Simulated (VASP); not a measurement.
TiRe, 2 atoms in the cell. The structure is cubic, space group Pm-3m (No. 221). Conventional cell: a = 3.103 Å, b = 3.103 Å, c = 3.103 Å, α = 90.00°, β = 90.00°, γ = 90.00°. Within 3.5 Å of Ti (site symmetry m-3m) lie 8 Re at 2.69 Å and 6 Ti at 3.10 Å. Re (site symmetry m-3m) has 8 Ti at 2.69 Å and 6 Re at 3.10 Å within 3.5 Å. 

| Quantity | Value |
| --- | --- |
| Program | VASP 6.6.1 |
| Task | single point |
| Functional | r2SCAN |
| Potentials or basis | VASP PAW PBE potentials, release 64 (Ti_sv, Re) |
| Cutoff | 520 eV |
| k mesh | 14 × 14 × 14 |
| Occupations | gaussian, width 0.1 eV |
| Spin | no spin polarisation |
| Dipole correction | no |
| Further INCAR settings | ALGO = Normal; EDIFF = 1e-06; NBANDS = 16 |

Potentials or basis: VASP PAW PBE potentials, release 64 (Ti_sv, Re).

Run with:

```bash
$ cat potpaw_PBE.64/Ti_sv/POTCAR potpaw_PBE.64/Re/POTCAR > POTCAR
$ cp INCAR.step1 INCAR
$ mpirun -np 1 vasp_std > vasp.out
$ cp INCAR.step2 INCAR
$ mpirun -np 1 vasp_std > vasp.out
```

Hardware: 1 thread of Oxide Virtual Turin-like Processor, with other jobs on the host.

Q: How long does it take, and how much memory?

A: It took 5.6 min on 1 thread of Oxide Virtual Turin-like Processor, with other jobs on the host, peak memory 0.16 GiB. Counts: k points 120.
